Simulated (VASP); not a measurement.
# NaI in VASP: notebook

The runs below take NaI through single point, with PBE.

All numbers are computed with VASP 6.6.1; they aren't measurements. Logs are shortened: lines on timing, memory, paths and dates and some standing lists are left out, and cuts for length are marked.

### 1 The cell of the first run

Symmetry: Pmma, No. 51, orthorhombic system. Conventional cell: a = 4.463 Å, b = 4.122 Å, c = 7.529 Å, α = 90.00°, β = 90.00°, γ = 90.00°. Within 4.2 Å of Na (site symmetry mm2) lie 6 I at 3.04 to 4.08 Å and 4 Na at 4.06 to 4.12 Å. I (site symmetry mm2) has 8 Na at 3.04 to 4.51 Å and 8 I at 4.12 to 4.47 Å within 4.6 Å.

### 2 Single point, PBE

Input file INCAR:

```
ALGO = Normal
EDIFF = 1E-6
ENCUT = 500
GGA = PE
GGA_COMPAT = False
ISIF = 2
ISMEAR = 0
LASPH = True
LCHARG = False
LREAL = False
LWAVE = False
NBANDS = 22
NELM = 120
PREC = Accurate
SIGMA = 0.05
```

Input file KPOINTS:

```
k-points
0
Gamma
  6 8 4
```

Input file POSCAR:

```
NaI
1.0
    4.4626940190      0.0000000000      0.0000000000
    0.0000000000      4.1223515705      0.0000000000
    0.0000000000      0.0000000000      7.5292569691
Na I
2 2
Direct
    0.2500000000      0.5000000000      0.2750310000
    0.7500000000      0.5000000000      0.7249690000
    0.2500000000      0.0000000000      0.7424270000
    0.7500000000      0.0000000000      0.2575730000
```

Potentials or basis: VASP PAW PBE potentials, release 64 (Na_pv, I).

Launch:

```sh
cat potpaw_PBE.64/Na_pv/POTCAR potpaw_PBE.64/I/POTCAR > POTCAR
mpirun -np 1 vasp_std > vasp.out
```

OUTCAR:

```text
EDIFF = 1E-6
   ENCUT = 500
   GGA = PE
   ISIF = 2
   ISMEAR = 0
   LASPH = True
   LREAL = False
   NELM = 120
   PREC = Accurate

 ion  position               nearest neighbor table
   1  0.250  0.500  0.275-   4 3.04   4 3.04   4 3.04   4 3.04
   2  0.750  0.500  0.725-   3 3.04   3 3.04   3 3.04   3 3.04
   3  0.250  0.000  0.742-   2 3.04   2 3.04   2 3.04   2 3.04
   4  0.750  0.000  0.258-   1 3.04   1 3.04   1 3.04   1 3.04

  LATTYP: Found a simple orthorhombic cell.
 ALAT       =     4.1223515705
 B/A-ratio  =     1.0825602675
 C/A-ratio  =     1.8264470753

  Lattice vectors:

 A1 = (   0.0000000000,  -4.1223515705,   0.0000000000)
 A2 = (   4.4626940190,   0.0000000000,   0.0000000000)
 A3 = (   0.0000000000,   0.0000000000,   7.5292569691)

Analysis of symmetry for initial positions (statically):
=====================================================================
 Subroutine PRICEL returns:
 Original cell was already a primitive cell.

 Routine SETGRP: Setting up the symmetry group for a
 simple orthorhombic supercell.

 Subroutine GETGRP returns: Found  8 space group operations
 (whereof  4 operations were pure point group operations)
 out of a pool of  8 trial point group operations.

The static configuration has the point symmetry C_2h.
 The point group associated with its full space group is D_2h.

Analysis of symmetry for dynamics (positions and initial velocities):
=====================================================================
 Subroutine PRICEL returns:
 Original cell was already a primitive cell.

 Routine SETGRP: Setting up the symmetry group for a
 simple orthorhombic supercell.

 Subroutine GETGRP returns: Found  8 space group operations
 (whereof  4 operations were pure point group operations)
 out of a pool of  8 trial point group operations.

The dynamic configuration has the point symmetry C_2h.
 The point group associated with its full space group is D_2h.

 Subroutine INISYM returns: Found  8 space group operations
 (whereof  4 operations are pure point group operations),
 and found     1 'primitive' translations

----------------------------------------------------------------------------------------

                                     Primitive cell

  volume of cell :     138.5142

  direct lattice vectors                    reciprocal lattice vectors
[... 90 lines left out ...]
   NELM   =    120;   NELMIN=  2; NELMDL= -5     # of ELM steps
   EDIFF  = 0.1E-05   stopping-criterion for ELM
   LREAL  =      F    real-space projection
   EDIFFG = 0.1E-04   stopping-criterion for IOM
   NSW    =      0    number of steps for IOM
   IBRION =     -1    ionic relax: 0-MD 1-quasi-New 2-CG
   NFREE  =      0    steps in history (QN), initial steepest desc. (CG)
   ISIF   =      2    stress and relaxation
   ISYM   =      2    0-nonsym 1-usesym 2-fastsym
   POTIM  = 0.5000    time-step for ionic-motion
   TEBEG  =    0.0;   TEEND  =   0.0 temperature during run
   PSTRESS=    0.0 pullay stress
   NELECT =      28.0000    total number of electrons
   NUPDOWN=      -1.0000    fix difference up-down
   EMIN   =  10.00;   EMAX   =-10.00  energy-range for DOS
   EFERMI =   0.00;   METHOD = LEGACY
   ISMEAR =     0;   SIGMA  =   0.05  broadening in eV -4-tet -1-fermi 0-gaus
   EFERMI_NEDOS =   21; number of points for ismear=-14 and -15
   IALGO  =     38    algorithm
   IMIX   =      4    mixing-type and parameters
     AMIX     =   0.40;   BMIX     =  1.00
     AMIX_MAG =   1.60;   BMIX_MAG =  1.00
  volume/ion in A,a.u.               =      34.63       233.68
  Fermi-wavevector in a.u.,A,eV,Ry     =   0.960792  1.815634 12.559830  0.923121
  Thomas-Fermi vector in A             =   2.090107
   LORBIT       =      0    0 simple, 1 ext, 2 COOP (PROOUT), +10 PAW based schemes
   GGA     = PE    functional components
   LHFCALC =     F    Hartree Fock is set to
   AEXX    =    0.0000 exact exchange contribution
   IVDW    =     0    specifies the selected vdW correction
   LEPSILON=     F    determine dielectric tensor
   LRPA    =     F    only Hartree local field effects (RPA)
 non-spin polarized calculation
 Gauss-broadening in eV      SIGMA  =   0.05
  energy-cutoff  :      500.00
  volume of cell :      138.51
 maximum number of plane-waves:      3552
 NGX is ok and might be reduce to    36
   NGX = 17   NGY = 15   NGZ = 27

 number of electron      27.9999998 magnetization

 Free energy of the ion-electron system (eV)
  ---------------------------------------------------
  ext. energy  EPLUGINS =         0.00000000
  ---------------------------------------------------
  free energy    TOTEN  =       -10.20584696 eV

  energy without entropy =      -10.20584696  energy(sigma->0) =      -10.20584696

 E-fermi :   1.5727     XC(G=0):  -7.5399

 val. band max:        1.2807339791   @ k =   0.0000   0.5000   0.0000
 cond. band min:       4.1698205957   @ k =   0.0000   0.0000   0.0000
 fundamental gap:      2.8890866166
 Fermi energy:         1.5726976151

 k-point     1 :       0.0000    0.0000    0.0000
  band No.  band energies     occupation
      1     -21.8812      2.00000
      2     -21.8755      2.00000
      3     -21.8368      2.00000
      4     -21.8348      2.00000
      5     -21.8334      2.00000
      6     -21.8326      2.00000
[... 589 lines left out ...]
     21       9.5848      0.00000
     22       9.5848      0.00000

 [... further k-points ...]

------------------------ aborting loop because EDIFF is reached ----------------------------------------

  FORCE on cell =-STRESS in cart. coord.  units (eV):
  Direction    XX          YY          ZZ          XY          YZ          ZX
  --------------------------------------------------------------------------------------
  -------------------------------------------------------------------------------------
  Total        2.3201178      2.1956987      0.6491906      0.0000000      0.0000000      0.0000000
  in kB       26.8365305     25.3973885      7.5091116      0.0000000      0.0000000      0.0000000
  external PRESSURE =      19.9143435 kB  Pullay stress =       0.0000000 kB

 VOLUME and BASIS-vectors are now :
 -----------------------------------------------------------------------------
  energy-cutoff  :      500.00
  volume of cell :      138.51
      direct lattice vectors                 reciprocal lattice vectors
     4.462694019  0.000000000  0.000000000     0.224079893  0.000000000  0.000000000
     0.000000000  4.122351571  0.000000000     0.000000000  0.242579989  0.000000000
     0.000000000  0.000000000  7.529256969     0.000000000  0.000000000  0.132815231

 POSITION                                       TOTAL-FORCE (eV/Angst)
 -----------------------------------------------------------------------------------
      1.11567      2.06118      2.07078        -0.000000     -0.000000     -0.016843
      3.34702      2.06118      5.45848         0.000000      0.000000      0.016843
      1.11567      0.00000      5.58992         0.000000      0.000000      0.055215
      3.34702      0.00000      1.93933         0.000000      0.000000     -0.055215
 -----------------------------------------------------------------------------------
    total drift:                                0.000000      0.000000      0.000000

  FREE ENERGIE OF THE ION-ELECTRON SYSTEM (eV)
  ---------------------------------------------------
  free  energy   TOTEN  =       -10.2058469636 eV

  energy  without entropy=      -10.2058469636  energy(sigma->0) =      -10.20584696
```

OSZICAR:

```text
N       E                     dE             d eps       ncg     rms          rms(c)
DAV:   1     0.218112937116E+03    0.21811E+03   -0.12581E+04  2648   0.113E+03
DAV:   2     0.871426367298E+01   -0.20940E+03   -0.19998E+03  2964   0.283E+02
DAV:   3    -0.986311412037E+01   -0.18577E+02   -0.18443E+02  3318   0.914E+01
DAV:   4    -0.104147167070E+02   -0.55160E+00   -0.55132E+00  3390   0.163E+01
DAV:   5    -0.104296499871E+02   -0.14933E-01   -0.14933E-01  3562   0.254E+00    0.255E+00
DAV:   6    -0.102348407029E+02    0.19481E+00   -0.23978E-01  3110   0.222E+00    0.174E+00
DAV:   7    -0.101972734765E+02    0.37567E-01   -0.22518E-01  3184   0.200E+00    0.939E-01
DAV:   8    -0.102058879544E+02   -0.86145E-02   -0.21143E-02  2796   0.902E-01    0.360E-01
DAV:   9    -0.102054788049E+02    0.40915E-03   -0.90250E-04  3072   0.214E-01    0.824E-02
DAV:  10    -0.102058002151E+02   -0.32141E-03   -0.41604E-04  2892   0.137E-01    0.177E-02
DAV:  11    -0.102058393710E+02   -0.39156E-04   -0.57920E-05  3104   0.452E-02    0.566E-03
DAV:  12    -0.102058459840E+02   -0.66130E-05   -0.68879E-06  2486   0.145E-02    0.457E-03
DAV:  13    -0.102058469636E+02   -0.97961E-06   -0.14128E-06  2592   0.720E-03
   1 F= -.10205847E+02 E0= -.10205847E+02  d E =-.228523E-18
```

stdout:

```text
POSCAR found type information on POSCAR NaI
 POSCAR found :  2 types and       4 ions
 scaLAPACK will be used
 LDA part: xc-table for (Slater+PW92), standard interpolation
 POSCAR, INCAR and KPOINTS ok, starting setup
 FFT: planning ... GRIDC
 FFT: planning ... GRID_SOFT
 FFT: planning ... GRID
 WAVECAR not read
 entering main loop
```

It took 3.1 min on 1 thread of Oxide Virtual Turin-like, shared host; peak memory 0.28 GiB.

What came out:

| Item | Value |
| --- | --- |
| Free energy | -10.2058 eV |
| Pressure | 2.0 GPa |
| Largest force | 0.055 eV/Å |
| Band gap on the k mesh | 2.89 eV (least direct gap 3.16 eV) |

Forces in eV/Å, atoms in the order of the input:
```
Na   0.000  0.000 -0.017
Na   0.000  0.000  0.017
I    0.000  0.000  0.055
I    0.000  0.000 -0.055
```

Caveat: spin-orbit coupling is left out, which moves the levels of the heavy elements.

(Continued in part 2 of 3.)
